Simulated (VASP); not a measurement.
Crystal: CdTe.

```xyz
2
Lattice="0.0000 3.2050 3.2050 3.2050 0.0000 3.2050 3.2050 3.2050 0.0000" Properties=species:S:1:pos:R:3 pbc="T T T"
Cd    3.2050    3.2050    3.2050
Te    0.0000    0.0000    0.0000
```

Program: VASP 6.6.1. Alike in all runs: task single point; no spin polarisation; cell as given; k mesh 6 × 6 × 6; cutoff (eV) 520; smearing gaussian 0.05 eV.

Question: Order these runs on this cell by their pressure, lowest first.
A. level LDA; potentials or basis VASP PAW LDA potentials, release 64 (Cd, Te)
B. level r2SCAN+D4; potentials or basis VASP PAW PBE potentials, release 64 (Cd, Te)
C. level revPBE; potentials or basis VASP PAW PBE potentials, release 64 (Cd, Te)

Answer: A (-7.9 GPa), B (-6.2 GPa), C (-3.2 GPa).

Caveats: the PAW data sets were made with another functional, which shifts forces and pressure a little (some runs); pairwise dispersion overbinds metals, which lowers pressure and volume (some runs).
